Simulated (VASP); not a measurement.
MgS (Niningerite):

```
S Mg
1.0
     0.00000    2.61888    2.61888
     2.61888    0.00000    2.61888
     2.61888    2.61888    0.00000
S Mg
1 1
Direct
  0.50000 0.50000 0.50000
  0.00000 0.00000 0.00000
```

Base run:

| Quantity | Value |
| --- | --- |
| Program | VASP 6.6.1 |
| Functional | r2SCAN |
| Potentials or basis | VASP PAW PBE potentials, release 64 (S, Mg) |
| Cutoff | 520 eV |
| k mesh | 9 × 9 × 9 |
| Occupations | fermi-dirac, width 0.05 eV |
| Spin | no spin polarisation |

Its results: band gap on the k mesh 3.52 eV, indirect (least direct gap 4.45 eV); pressure -2.0 GPa.

Task: The run is repeated on the same cell with these changes: functional from r2SCAN to LDA; potentials or basis from VASP PAW PBE potentials, release 64 (S, Mg) to VASP PAW LDA potentials, release 64 (S, Mg). What comes out?

Result: Band gap on the k mesh 2.65 eV, indirect (least direct gap 3.34 eV); pressure -5.2 GPa.

Caveats: the PAW data sets were made with another functional, which shifts forces and pressure a little (some runs).

A k mesh can miss the band edges.
